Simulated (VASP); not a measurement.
The system is InSb3.

```
In Sb
1.0
     4.80637    0.00000    0.00000
     0.00000    4.80637    0.00000
     0.00000    0.00000    4.80637
In Sb
1 3
Direct
  0.00000 0.00000 0.00000
  0.50000 0.00000 0.50000
  0.00000 0.50000 0.50000
  0.50000 0.50000 0.00000
```

Base run:

```yaml
Program: VASP 6.6.1
Functional: PBE
Potentials_or_basis: VASP PAW PBE potentials, release 64 (In_d, Sb)
Cutoff: 520 eV
k_mesh: 6 × 6 × 6
Occupations: gaussian, width 0.1 eV
Spin: no spin polarisation
```

Its results: band gap on the k mesh zero (band 14 reaches 11.35 eV, above the bottom of band 15 at 6.73 eV); pressure 0.1 GPa.

Question: The run is repeated on the same cell with these changes: cutoff from 520 eV to 500 eV; k mesh from 6 × 6 × 6 to 2 × 2 × 2. What comes out?

Answer: Band gap on the k mesh zero (band 14 reaches 11.39 eV, above the bottom of band 15 at 6.78 eV); pressure -2.7 GPa.

Caveats: some runs use coarse meshes; spin-orbit coupling is left out, which moves the levels of the heavy elements.
